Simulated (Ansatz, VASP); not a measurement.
# InAs: VASP beside Ansatz

```
In As
1.0
     0.00000    3.23438    2.95296
     2.95296    0.00000    2.95296
     2.95296    3.23438    0.00000
In As
1 1
Direct
  0.00000 0.00000 0.00000
  0.75000 0.75000 0.75000
```

Alike in both runs: task single point; functional PBEsol; k mesh 14 × 14 × 14; occupations gaussian, width 0.15 eV; no spin polarisation.

```csv
,VASP,Ansatz
version,VASP 6.6.1,Ansatz 0.2.0
potentials or method,"VASP PAW PBE potentials, release 64 (In_d, As), cutoff 520 eV","scalar-relativistic, plane waves, PAW"
valence electrons in the cell,18,28
```

|  | VASP | Ansatz | Ansatz less VASP |
| --- | --- | --- | --- |
| gap on the k mesh at the Fermi level (eV) | none | none | - |
| pressure (GPa) | -0.1 | -0.2 | -0.07 |
| traceless stress, the component that is largest in VASP (GPa) | -2.49 | -2.49 | -0.001 |

VASP's potentials were made for PBE, not for PBEsol, and Ansatz warns of the same on its side. A gap of «none» marks a metal or a gap that the smearing closes. VASP's potentials hold 18 valence electrons a cell and Ansatz's 28, so a difference there can come from the potentials and not from the codes.
